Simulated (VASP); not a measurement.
# Ni (Fm-3m) in VASP: notebook

Runs on Ni. Level: LDA. Tasks: density of states.

Program: VASP 6.6.1. These are calculated values, not measurements. Logs are shortened: lines on timing, memory, paths and dates and some standing lists are left out, and cuts for length are marked.

## Step 1: The cell of the first run

It takes space group Fm-3m (No. 225, cubic). Conventional cell: a = 3.524 Å, b = 3.524 Å, c = 3.524 Å, α = 90.00°, β = 90.00°, γ = 90.00°. Ni (site symmetry m-3m) has 12 Ni at 2.49 Å within 3.3 Å.

## Step 2: Density of states, LDA, collinear spin, ferromagnetic start

Input file POSCAR:

```
Ni
1.0
    0.0000000000      1.7619350000      1.7619350000
    1.7619350000      0.0000000000      1.7619350000
    1.7619350000      1.7619350000      0.0000000000
Ni
1
Direct
    0.0000000000      0.0000000000      0.0000000000
```

Input file INCAR.step1:

```
SYSTEM = Ni
PREC = Accurate ; ENCUT = 520
EDIFF = 1E-6 ; ISMEAR = -1
SIGMA = 0.1 ; LREAL = .False.
LASPH = .True. ; NELM = 150
ALGO = Normal ; ISIF = 2
LWAVE = .False. ; LCHARG = .True.
ISPIN = 2 ; MAGMOM = 1.5
LMAXMIX = 4 ; NBANDS = 15
```

Input file KPOINTS.step1:

```
Automatic mesh
0
Gamma
  16 16 16
  0 0 0
```

Input file INCAR.step2:

```
SYSTEM = Ni
PREC = Accurate ; ENCUT = 520
EDIFF = 1E-6 ; ISMEAR = -5
SIGMA = 0.1 ; LREAL = .False.
LASPH = .True. ; NELM = 150
ALGO = Normal ; ISIF = 2
LWAVE = .False. ; LCHARG = .False.
ISPIN = 2 ; MAGMOM = 1.5
LORBIT = 11 ; LMAXMIX = 4
NBANDS = 15 ; NEDOS = 2001
ICHARG = 11
```

Input file KPOINTS.step2:

```
Automatic mesh
0
Gamma
  24 24 24
  0 0 0
```

Potentials or basis: VASP PAW LDA potentials, release 64 (Ni).

Launch:

```
$ cat potpaw_LDA.64/Ni/POTCAR > POTCAR
$ cp INCAR.step1 INCAR
$ cp KPOINTS.step1 KPOINTS
$ mpirun -np 1 vasp_std > vasp.out
$ cp INCAR.step2 INCAR
$ cp KPOINTS.step2 KPOINTS
$ mpirun -np 1 vasp_std > vasp.out
```

OUTCAR:

```text
SYSTEM = Ni
   PREC = Accurate
   ENCUT = 520
   EDIFF = 1E-6
   ISMEAR = -5
   LREAL = .False.
   LASPH = .True.
   NELM = 150
   ISIF = 2
   ISPIN = 2
   LORBIT = 11
   ICHARG = 11

 ion  position               nearest neighbor table
   1  0.000  0.000  0.000-

  LATTYP: Found a face centered cubic cell.
 ALAT       =     3.5238700000

  Lattice vectors:

 A1 = (   0.0000000000,   1.7619350000,   1.7619350000)
 A2 = (   1.7619350000,   0.0000000000,   1.7619350000)
 A3 = (   1.7619350000,   1.7619350000,   0.0000000000)

Analysis of symmetry for initial positions (statically):
=====================================================================
 Subroutine PRICEL returns:
 Original cell was already a primitive cell.

 Routine SETGRP: Setting up the symmetry group for a
 face centered cubic supercell.

 Subroutine GETGRP returns: Found 48 space group operations
 (whereof 48 operations were pure point group operations)
 out of a pool of 48 trial point group operations.

The static configuration has the point symmetry O_h .

Analysis of symmetry for dynamics (positions and initial velocities):
=====================================================================
 Subroutine PRICEL returns:
 Original cell was already a primitive cell.

 Routine SETGRP: Setting up the symmetry group for a
 face centered cubic supercell.

 Subroutine GETGRP returns: Found 48 space group operations
 (whereof 48 operations were pure point group operations)
 out of a pool of 48 trial point group operations.

The dynamic configuration has the point symmetry O_h .

Analysis of structural, dynamic, and magnetic symmetry:
=====================================================================
 Subroutine PRICEL returns:
 Original cell was already a primitive cell.

 Routine SETGRP: Setting up the symmetry group for a
 face centered cubic supercell.

 Subroutine GETGRP returns: Found 48 space group operations
 (whereof 48 operations were pure point group operations)
 out of a pool of 48 trial point group operations.

The overall configuration has the point symmetry O_h .

 Subroutine INISYM returns: Found 48 space group operations
 (whereof 48 operations are pure point group operations),
 and found     1 'primitive' translations

----------------------------------------------------------------------------------------

                                     Primitive cell

  volume of cell :      10.9396

  direct lattice vectors                    reciprocal lattice vectors
     0.000000000  1.761935000  1.761935000    -0.283778914  0.283778914  0.283778914
     1.761935000  0.000000000  1.761935000     0.283778914 -0.283778914  0.283778914
     1.761935000  1.761935000  0.000000000     0.283778914  0.283778914 -0.283778914

  length of vectors
     2.491752373  2.491752373  2.491752373     0.491519496  0.491519496  0.491519496

  position of ions in fractional coordinates (direct lattice)
     0.000000000  0.000000000  0.000000000

  ion indices of the primitive-cell ions
   primitive index   ion index
                 1           1

----------------------------------------------------------------------------------------

 KPOINTS: Automatic mesh

Automatic generation of k-mesh.
 Grid dimensions read from file:
 generate k-points for:   24   24   24

 Generating k-lattice:

  Cartesian coordinates                     Fractional coordinates (reciprocal lattice)
    -0.011824121  0.011824121  0.011824121     0.041666667  0.000000000  0.000000000
     0.011824121 -0.011824121  0.011824121     0.000000000  0.041666667  0.000000000
     0.011824121  0.011824121 -0.011824121     0.000000000  0.000000000  0.041666667

  Length of vectors
     0.020479979  0.020479979  0.020479979

  Shift w.r.t. Gamma in fractional coordinates (k-lattice)
     0.000000000  0.000000000  0.000000000

 TETIRR: Found   1864 inequivalent tetrahedra from    82944

 Subroutine IBZKPT returns following result:
 ===========================================

 Found    413 irreducible k-points:

 Following reciprocal coordinates:
            Coordinates               Weight
  0.000000  0.000000  0.000000      1.000000
  0.041667  0.000000  0.000000      8.000000
  0.083333  0.000000  0.000000      8.000000
  0.125000  0.000000  0.000000      8.000000
  0.166667  0.000000  0.000000      8.000000
  0.208333  0.000000  0.000000      8.000000
[... 16 lines left out ...]
  0.416667  0.041667  0.000000     24.000000
  0.458333  0.041667  0.000000     24.000000
 [... further k-points ...]
   k-points           NKPTS =    413   k-points in BZ     NKDIM =    413   number of bands    NBANDS=     15
   number of dos      NEDOS =   2001   number of ions     NIONS =      1
   total plane-waves  NPLWV =   8000
   dimension x,y,z NGX =    20 NGY =   20 NGZ =   20
   dimension x,y,z NGXF=    40 NGYF=   40 NGZF=   40
   ions per type =               1
   NGX,Y,Z   is equivalent  to a cutoff of  13.34, 13.34, 13.34 a.u.
   NGXF,Y,Z  is equivalent  to a cutoff of  26.69, 26.69, 26.69 a.u.
 SYSTEM =  Ni
   PREC   = accura    normal or accurate (medium, high low for compatibility)
   ISTART =      0    job   : 0-new  1-cont  2-samecut
   ICHARG =     11    charge: 1-file 2-atom 10-const
   ISPIN  =      2    spin polarized calculation?
   LNONCOLLINEAR =      F non collinear calculations
   LSORBIT =      F    spin-orbit coupling
   LASPH  =      T    aspherical Exc in radial PAW
   ENCUT  =  520.0 eV  38.22 Ry    6.18 a.u.   4.63  4.63  4.63*2*pi/ulx,y,z
   NELM   =    150;   NELMIN=  2; NELMDL=  0     # of ELM steps
   EDIFF  = 0.1E-05   stopping-criterion for ELM
   LREAL  =      F    real-space projection
   EDIFFG = 0.1E-04   stopping-criterion for IOM
   NSW    =      0    number of steps for IOM
   IBRION =     -1    ionic relax: 0-MD 1-quasi-New 2-CG
   NFREE  =      0    steps in history (QN), initial steepest desc. (CG)
   ISIF   =      2    stress and relaxation
   ISYM   =      2    0-nonsym 1-usesym 2-fastsym
   POTIM  = 0.5000    time-step for ionic-motion
   TEBEG  =    0.0;   TEEND  =   0.0 temperature during run
   PSTRESS=    0.0 pullay stress
   NELECT =      10.0000    total number of electrons
   NUPDOWN=      -1.0000    fix difference up-down
   EMIN   =  10.00;   EMAX   =-10.00  energy-range for DOS
   EFERMI =   0.00;   METHOD = LEGACY
   ISMEAR =    -5;   SIGMA  =   0.10  broadening in eV -4-tet -1-fermi 0-gaus
   EFERMI_NEDOS =   21; number of points for ismear=-14 and -15
   IALGO  =     38    algorithm
   IMIX   =      4    mixing-type and parameters
     AMIX     =   0.40;   BMIX     =  1.00
     AMIX_MAG =   1.60;   BMIX_MAG =  1.00
  volume/ion in A,a.u.               =      10.94        73.82
  Fermi-wavevector in a.u.,A,eV,Ry     =   1.588821  3.002436 34.345893  2.524352
  Thomas-Fermi vector in A             =   2.687765
   LORBIT       =     11    0 simple, 1 ext, 2 COOP (PROOUT), +10 PAW based schemes
   GGA     = CA    functional components
   LHFCALC =     F    Hartree Fock is set to
   AEXX    =    0.0000 exact exchange contribution
   IVDW    =     0    specifies the selected vdW correction
   LEPSILON=     F    determine dielectric tensor
   LRPA    =     F    only Hartree local field effects (RPA)
 spin polarized calculation
 Fermi weights with tetrahedron method with Bloechl corrections
  energy-cutoff  :      520.00
  volume of cell :       10.94
 maximum number of plane-waves:       307

 number of electron      10.0000010 magnetization       0.5677553

 Free energy of the ion-electron system (eV)
  ---------------------------------------------------
  ext. energy  EPLUGINS =         0.00000000
  ---------------------------------------------------
  free energy    TOTEN  =        -6.52305754 eV

  energy without entropy =       -6.52305754  energy(sigma->0) =       -6.52305754

 E-fermi :   8.9455     XC(G=0): -13.5796

 val. band max:        8.9975454462   @ k =   0.4167   0.4167   0.0000
 cond. band min:       8.9091549092   @ k =   0.3750   0.0833   0.0000
 fundamental gap:     -0.0883905370
 Fermi energy:         8.9455291928

 spin component 1

 k-point     1 :       0.0000    0.0000    0.0000
  band No.  band energies     occupation
      1       0.0034      1.00000
      2       6.6402      1.00000
      3       6.6402      1.00000
      4       6.6402      1.00000
      5       7.7730      1.00000
      6       7.7730      1.00000
      7      32.6875      0.00000
      8      36.3928      0.00000
      9      36.3928      0.00000
     10      36.3928      0.00000
     11      39.3461      0.00000
     12      39.3461      0.00000
     13      39.3461      0.00000
     14      42.5405      0.00000
     15      48.4599      0.00000
[... 397 lines left out ...]
 k-point    24 :       0.4583    0.0417    0.0000
  band No.  band energies     occupation
      1       4.1932      1.00000
      2       6.6200      1.00000
      3       6.6793      1.00000
      4       7.7982      1.00000
      5       8.4483      1.00000
      6       8.8604      0.56216
      7      15.4142      0.00000
      8      31.0027      0.00000
      9      32.5459      0.00000
     10      33.2295      0.00000
     11      37.0467      0.00000
     12      37.5144      0.00000
     13      42.8582      0.00000
     14      52.3150      0.00000
     15      54.6400      0.00000

 [... further k-points ...]

 spin component 2

 k-point     1 :       0.0000    0.0000    0.0000
  band No.  band energies     occupation
      1       0.0420      1.00000
      2       7.2154      1.00000
      3       7.2154      1.00000
      4       7.2154      1.00000
      5       8.3130      1.00000
      6       8.3130      1.00000
      7      32.6685      0.00000
      8      36.4417      0.00000
      9      36.4417      0.00000
     10      36.4417      0.00000
     11      39.4975      0.00000
     12      39.4975      0.00000
     13      39.4975      0.00000
     14      42.5152      0.00000
     15      48.6172      0.00000
[... 397 lines left out ...]
 k-point    24 :       0.4583    0.0417    0.0000
  band No.  band energies     occupation
      1       4.5254      1.00000
      2       7.1385      1.00000
      3       7.2058      1.00000
      4       8.0688      1.00000
      5       9.0597      0.00000
      6       9.2958      0.00000
      7      15.7251      0.00000
      8      30.9940      0.00000
      9      32.6599      0.00000
     10      33.3415      0.00000
     11      37.1515      0.00000
     12      37.6251      0.00000
     13      43.0146      0.00000
     14      52.4889      0.00000
     15      54.8519      0.00000

 [... further k-points ...]

------------------------ aborting loop because EDIFF is reached ----------------------------------------

  FORCE on cell =-STRESS in cart. coord.  units (eV):
  Direction    XX          YY          ZZ          XY          YZ          ZX
  --------------------------------------------------------------------------------------
  -------------------------------------------------------------------------------------
  Total       -1.2995536     -1.2995536     -1.2995536      0.0000000      0.0000000     -0.0000000
  in kB     -190.3290700   -190.3290700   -190.3290700      0.0000000      0.0000000     -0.0000000
  external PRESSURE =    -190.3290700 kB  Pullay stress =       0.0000000 kB

 VOLUME and BASIS-vectors are now :
 -----------------------------------------------------------------------------
  energy-cutoff  :      520.00
  volume of cell :       10.94
      direct lattice vectors                 reciprocal lattice vectors
     0.000000000  1.761935000  1.761935000    -0.283778914  0.283778914  0.283778914
     1.761935000  0.000000000  1.761935000     0.283778914 -0.283778914  0.283778914
     1.761935000  1.761935000  0.000000000     0.283778914  0.283778914 -0.283778914

 POSITION                                       TOTAL-FORCE (eV/Angst)
 -----------------------------------------------------------------------------------
      0.00000      0.00000      0.00000         0.000000      0.000000      0.000000
 -----------------------------------------------------------------------------------
    total drift:                                0.000000      0.000000      0.000000

  FREE ENERGIE OF THE ION-ELECTRON SYSTEM (eV)
  ---------------------------------------------------
  free  energy   TOTEN  =        -6.5230575424 eV

  energy  without entropy=       -6.5230575424  energy(sigma->0) =       -6.52305754

 total charge

# of ion       s       p       d       tot
------------------------------------------
    1        0.496   0.490   8.325   9.311

 magnetization (x)

# of ion       s       p       d       tot
------------------------------------------
    1       -0.005  -0.018   0.613   0.590
```

Run time: 48 s. Hardware: 1 thread of Intel Xeon 6975P-C (Granite Rapids), shared host; peak memory 0.2 GiB.

What came out:

```yaml
Net_moment: 0.57 μB per cell
Site_moments: Ni +0.59 μB
Valence_electrons_inside_the_program's_atomic_spheres: Ni 9.31
```

Levels at points of the mesh, in eV from the Fermi level:
Spin up:
```
           k point  band 2  band 3  band 4  band 5  band 6  band 7  band 8  band 9
(0.00, 0.00, 0.00)   -2.31   -2.31   -2.31   -1.17   -1.17   23.74   27.45   27.45
(0.50, 0.00, 0.00)   -2.31   -2.31   -0.48   -0.48   -0.24    5.69   22.26   24.47
(0.50, 0.50, 0.00)   -4.07   -0.46   -0.33   -0.33    2.45    9.24   14.72   14.72
```
Spin down:
| k point | band 3 | band 4 | band 5 | band 6 | band 7 | band 8 |
| --- | --- | --- | --- | --- | --- | --- |
| (0.00, 0.00, 0.00) | -1.73 | -1.73 | -0.63 | -0.63 | 23.72 | 27.50 |
| (0.50, 0.00, 0.00) | -1.79 | -0.21 | 0.13 | 0.13 | 6.05 | 22.24 |
| (0.50, 0.50, 0.00) | 0.10 | 0.33 | 0.33 | 2.50 | 9.49 | 14.79 |

Caveat: tetrahedron occupations give inexact forces and stress in metals.

## Step 3: Density of states, LDA, collinear spin, ferromagnetic start

POSCAR is that of step 2.

Input file INCAR.step1:

```
PREC = Accurate ; ENCUT = 520
EDIFF = 1E-7 ; ISMEAR = -1
SIGMA = 0.1 ; LREAL = False
LASPH = True ; NELM = 150
ALGO = Normal ; ISIF = 2
LWAVE = False ; LCHARG = True
ISPIN = 2 ; MAGMOM = 0.6
LMAXMIX = 4 ; GGA = CA
NBANDS = 15
```

Input file KPOINTS.step1:

```
regular mesh
0
Gamma
  16 16 16
```

Input file INCAR.step2:

```
PREC = Accurate ; ENCUT = 520
EDIFF = 1E-7 ; ISMEAR = -5
SIGMA = 0.1 ; LREAL = False
LASPH = True ; NELM = 150
ALGO = Normal ; ISIF = 2
LWAVE = False ; LCHARG = False
ISPIN = 2 ; MAGMOM = 0.6
LORBIT = 10 ; LMAXMIX = 4
GGA = CA ; NBANDS = 15
NEDOS = 1001 ; ICHARG = 11
```

Input file KPOINTS.step2:

```
regular mesh
0
Gamma
  24 24 24
```

Potentials or basis: VASP PAW LDA potentials, release 64 (Ni).

Launch:

```
$ cat potpaw_LDA.64/Ni/POTCAR > POTCAR
$ cp INCAR.step1 INCAR
$ cp KPOINTS.step1 KPOINTS
$ mpirun -np 1 vasp_std > vasp.out
$ cp INCAR.step2 INCAR
$ cp KPOINTS.step2 KPOINTS
$ mpirun -np 1 vasp_std > vasp.out
```

It took 56 s on 1 thread of Intel Xeon 6975P-C (Granite Rapids), shared host; peak memory 0.2 GiB.

Results (log left out):

| Quantity | Value |
| --- | --- |
| Net moment | 0.57 μB per cell |
| Site moments | Ni +0.59 μB |
| Valence electrons inside the program's atomic spheres | Ni 9.31 |

Levels at points of the mesh, in eV from the Fermi level:
Spin up:
```tsv
k point	band 3	band 4	band 5	band 6	band 7	band 8
(0.00, 0.00, 0.00)	-2.31	-2.31	-1.17	-1.17	23.74	27.45
(0.50, 0.00, 0.00)	-2.31	-0.48	-0.48	-0.24	5.69	22.26
(0.50, 0.50, 0.00)	-0.46	-0.33	-0.33	2.45	9.24	14.72
```
Spin down:
| k point | band 3 | band 4 | band 5 | band 6 | band 7 | band 8 |
| --- | --- | --- | --- | --- | --- | --- |
| (0.00, 0.00, 0.00) | -1.73 | -1.73 | -0.63 | -0.63 | 23.72 | 27.50 |
| (0.50, 0.00, 0.00) | -1.79 | -0.21 | 0.13 | 0.13 | 6.05 | 22.24 |
| (0.50, 0.50, 0.00) | 0.10 | 0.33 | 0.33 | 2.50 | 9.50 | 14.79 |

Caveat: tetrahedron occupations give inexact forces and stress in metals.
